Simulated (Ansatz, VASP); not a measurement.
## MgS in VASP and in Ansatz

```
Mg S
1.0
     0.00000    2.85522    2.85522
     2.85522    0.00000    2.85522
     2.85522    2.85522    0.00000
Mg S
1 1
Cartesian
  0.0000 0.0000 0.0000
  4.2828 4.2828 4.2828
```

Change from the starting cell: hydrostatic strain +0.9%.

Alike in both runs: task single point; functional HSE06; k mesh 6 × 6 × 6; no spin polarisation.

|  | VASP | Ansatz |
| --- | --- | --- |
| version | VASP 6.6.1 | Ansatz 0.2.0 |
| potentials or method | VASP PAW PBE potentials, release 64 (Mg, S) | plane waves, PAW |
| plane-wave cutoff (eV) | 520 | 420 |
| occupations | gaussian, width 0.01 eV | fixed |
| valence electrons in the cell | 8 | 16 |

Ansatz gave:

| Quantity | Value |
| --- | --- |
| gap on the k mesh at the Fermi level (eV) | 4.39 |
| pressure (GPa) | -1.4 |

Problem. Estimate VASP's values.

Solution. gap on the k mesh at the Fermi level (eV): 4.37; pressure (GPa): -1.6.

VASP's potentials hold 8 valence electrons a cell and Ansatz's 16, so a difference there can come from the potentials and not from the codes. Ansatz's warnings: stress exchange threshold loose, stress scf threshold loose.
